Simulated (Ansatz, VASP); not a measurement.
# Be3Al5: VASP beside Ansatz

```
Be Al
1.0
     5.97755    0.00000    0.00000
     0.00000    5.97755    0.00000
     0.00000    0.00000    3.03400
Be Al
3 5
Cartesian
  0.0000 2.9888 0.0000
  2.9888 0.0000 0.0000
  2.9888 2.9888 0.0000
  4.3928 4.3928 1.5170
  1.5847 1.5847 1.5170
  1.5847 4.3928 1.5170
  0.0000 0.0000 0.0000
  4.3928 1.5847 1.5170
```

Alike in both runs: task relaxation of cell and atoms; functional PBE; k mesh 6 × 6 × 12; occupations gaussian, width 0.1 eV; no spin polarisation.

```csv
,VASP,Ansatz
version,VASP 6.6.1,Ansatz 0.2.0
potentials or method,"VASP PAW PBE potentials, release 64 (Be, Al), cutoff 600 eV","scalar-relativistic, plane waves, PAW"
valence electrons in the cell,21,21
```

Ansatz gave:

| Quantity | Value |
| --- | --- |
| gap on the k mesh at the Fermi level, each at its own relaxed structure (eV) | none |
| relaxed volume (Å³/atom) | 13.62 |
| relaxed length of the cell vector where the two differ most in proportion (Å) | 2.746 |

Which values does VASP return?

gap on the k mesh at the Fermi level, each at its own relaxed structure (eV): none; relaxed volume (Å³/atom): 13.53; relaxed length of the cell vector where the two differ most in proportion (Å): 2.955.

A gap of «none» marks a metal or a gap that the smearing closes. One of these differences is far larger than is usual between the two programs; its cause wasn't traced.
